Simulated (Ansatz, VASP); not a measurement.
**WSe2 in VASP and in Ansatz**

```
CELL_PARAMETERS angstrom
3.31794 0.00000 0.00000
-1.65897 2.87342 0.00000
0.00000 0.00000 16.65814
ATOMIC_POSITIONS crystal
W 0.00000 0.00000 0.00000
Se 0.35855 0.68512 0.09979
Se 0.30812 0.64821 0.90021
```

Change from the starting cell: mode 4 (168.4 1/cm) frozen in, largest displacement +0.075 Å.

Alike in both runs: task single point; functional LDA; k mesh 12 × 12 × 2; occupations gaussian, width 0.05 eV; no spin polarisation.

|  | VASP | Ansatz |
| --- | --- | --- |
| version | VASP 6.6.1 | Ansatz 0.2.0 |
| potentials or method | VASP PAW LDA potentials, release 64 (W_sv, Se), cutoff 520 eV | scalar-relativistic, plane waves, PAW |
| valence electrons in the cell | 26 | 46 |

```tsv
	VASP	Ansatz	Ansatz less VASP
gap on the k mesh at the Fermi level (eV)	1.51	1.50	-0.004
least direct gap on the mesh (eV)	1.51	1.50	-0.004
rms of the force components (eV/Å)	0.321	0.339	+0.0171
```

LDA's correlation is that of Perdew and Zunger in VASP and of Perdew and Wang (1992) in Ansatz. Atom by atom the forces differ by 0.044 eV/Å (rms over components). VASP's potentials hold 26 valence electrons a cell and Ansatz's 46, so a difference there can come from the potentials and not from the codes.

Spin-orbit coupling is off throughout.
